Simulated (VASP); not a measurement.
Input of a VASP 6.6.1 run:

File INCAR:

```
SYSTEM = C
PREC = Accurate
ENCUT = 520
EDIFF = 1E-6
ISMEAR = 0
SIGMA = 0.01
LREAL = Auto
LASPH = .TRUE.
NELM = 80
ALGO = Normal
ISIF = 2
LWAVE = .FALSE.
LCHARG = .FALSE.
GGA = PE
IVDW = 12
NBANDS = 96
```

The input KPOINTS:

```
regular mesh
0
G
  3 3 3
  0 0 0
```

File POSCAR:

```
C
1.0
    0.0000000000      7.3947702679      0.0000000000
    6.4040254750      3.6973851339     -0.0323746821
    0.6685385148      3.6973851339     -6.7513570695
C
36
Direct
    0.3889141755      0.7222286788      0.4999429703
    0.3889141755      0.0555620121      0.4999429703
    0.3889141755      0.3888953454      0.4999429703
    0.0555808421      0.7222286788      0.4999429703
    0.3889141755      0.5555620121      0.9999429703
    0.0555808421      0.0555620121      0.4999429703
    0.3889141755      0.8888953454      0.9999429703
    0.0555808421      0.3888953454      0.4999429703
    0.3889141755      0.2222286788      0.9999429703
    0.7222475088      0.7222286788      0.4999429703
    0.0555808421      0.5555620121      0.9999429703
    0.7222475088      0.0555620121      0.4999429703
    0.0555808421      0.8888953454      0.9999429703
    0.7222475088      0.3888953454      0.4999429703
    0.0555808421      0.2222286788      0.9999429703
    0.7222475088      0.5555620121      0.9999429703
    0.7222475088      0.8888953454      0.9999429703
    0.7222475088      0.2222286788      0.9999429703
    0.9444191579      0.1111046546      0.0000570297
    0.9444191579      0.4444379879      0.0000570297
    0.9444191579      0.7777713212      0.0000570297
    0.6110858245      0.1111046546      0.0000570297
    0.9444191579      0.9444379879      0.5000570297
    0.6110858245      0.4444379879      0.0000570297
    0.9444191579      0.2777713212      0.5000570297
    0.6110858245      0.7777713212      0.0000570297
    0.9444191579      0.6111046546      0.5000570297
    0.2777524912      0.1111046546      0.0000570297
    0.6110858245      0.9444379879      0.5000570297
    0.2777524912      0.4444379879      0.0000570297
    0.6110858245      0.2777713212      0.5000570297
    0.2777524912      0.7777713212      0.0000570297
    0.6110858245      0.6111046546      0.5000570297
    0.2777524912      0.9444379879      0.5000570297
    0.2777524912      0.2777713212      0.5000570297
    0.2777524912      0.6111046546      0.5000570297
```

Potentials or basis: VASP PAW PBE potentials, release 64 (C).

The run is started by

```sh
$ cat potpaw_PBE.64/C/POTCAR > POTCAR
$ mpirun -np 1 vasp_std > vasp.out
```

Problem. What does it give for the largest force?

Solution. 0.025 eV/Å.

Problem. Estimate the pressure.

Solution. 0.4 GPa.

Stress tensor (GPa, compression positive):
```
 0.88  0.00 -0.02
 0.00  0.90  0.00
-0.02  0.00 -0.58
```
